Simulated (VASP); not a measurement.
Set up this calculation in VASP 6.6.1, as the native input.

```yaml
Task: single point
Functional: PBE
Potentials_or_basis: VASP PAW PBE potentials, release 64 (C)
Cutoff: 600 eV
k_mesh: 10 × 10 × 10
Occupations: gaussian, width 0.05 eV
Spin: no spin polarisation
Dipole_correction: no
Further_INCAR_settings: ALGO = Normal; EDIFF = 1e-06; NBANDS = 11
```

The structure of C lies in POSCAR:

```
C
1.0
    0.0000000000      1.7387857500      1.8759973702
    1.7387857500      0.0000000000      1.8759973702
    1.7387857500      1.7387857500      0.0000000000
C
2
Direct
    0.0000000000      0.0000000000      0.0000000000
    0.2500000000      0.2500000000      0.2500000000
```

One way to write it, as run:

INCAR

```
SYSTEM = C
PREC     = Accurate       ! precision mode
ENCUT    = 600            ! plane-wave cutoff, eV
EDIFF    = 1E-6           ! SCF threshold, eV
ISMEAR   = 0              ! smearing method
SIGMA    = 0.05           ! smearing width, eV
LREAL    = .FALSE.        ! projectors in reciprocal space
LASPH    = .TRUE.         ! aspherical terms in the spheres
NELM     = 120            ! most SCF steps
ALGO     = Normal         ! electronic algorithm
ISIF     = 2              ! what is computed and relaxed
LWAVE    = .FALSE.        ! write WAVECAR
LCHARG   = .FALSE.        ! write CHGCAR
GGA      = PE             ! functional
NBANDS   = 11             ! bands
GGA_COMPAT= .FALSE.
```

KPOINTS

```
Automatic mesh
0
G
  10 10 10
  0 0 0
```

Potentials or basis: VASP PAW PBE potentials, release 64 (C).

Launch:

```sh
$ cat potpaw_PBE.64/C/POTCAR > POTCAR
$ mpirun -np 1 vasp_std > vasp.out
```

Results of the run:

```
Pressure               : 2.0 GPa
Band gap on the k mesh : 3.19 eV, indirect (least direct gap 4.92 eV)
```

Wall time 10 s on 1 thread of Intel(R) Xeon(R) Platinum 8259CL CPU @ 2.50GHz (Skylake/Cascade Lake) (shared host), peak memory 0.12 GiB.
